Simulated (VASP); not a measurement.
## Pd: single point with PBE

Crystal: Pd.

```xyz
1
Lattice="0.0000 1.9762 1.9762 1.9762 0.0000 1.9762 1.9762 1.9762 0.0000" Properties=species:S:1:pos:R:3 pbc="T T T"
Pd    0.0000    0.0000    0.0000
```

| Quantity | Value |
| --- | --- |
| Program | VASP 6.6.1 |
| Task | single point |
| Functional | PBE |
| Potentials or basis | VASP PAW PBE potentials, release 64 (Pd) |
| Cutoff | 500 eV |
| k mesh | 8 × 8 × 8 |
| Occupations | gaussian, width 0.1 eV |
| Spin | no spin polarisation |

- Pressure: -0.7 GPa
- Band gap on the k mesh: zero (band 5 reaches 9.34 eV, above the bottom of band 6 at 7.86 eV)

Levels at points of the mesh, in eV from the Fermi level:
```tsv
k point	band 1	band 2	band 3	band 4	band 5	band 6	band 7	band 8	band 9	band 10
(0.00, 0.00, 0.00)	-6.89	-2.70	-2.70	-2.70	-1.21	-1.21	17.07	21.58	21.58	21.58
(0.50, 0.00, 0.00)	-5.03	-2.75	-2.75	-0.09	-0.09	1.02	6.89	16.40	20.57	20.57
(0.50, 0.50, 0.00)	-5.10	-4.82	-0.12	0.21	0.21	3.26	10.23	12.87	12.87	20.82
```

It took 2.8 s on 1 thread of Intel(R) Xeon(R) 6975P-C (Granite Rapids) (shared host), peak memory 0.12 GiB.
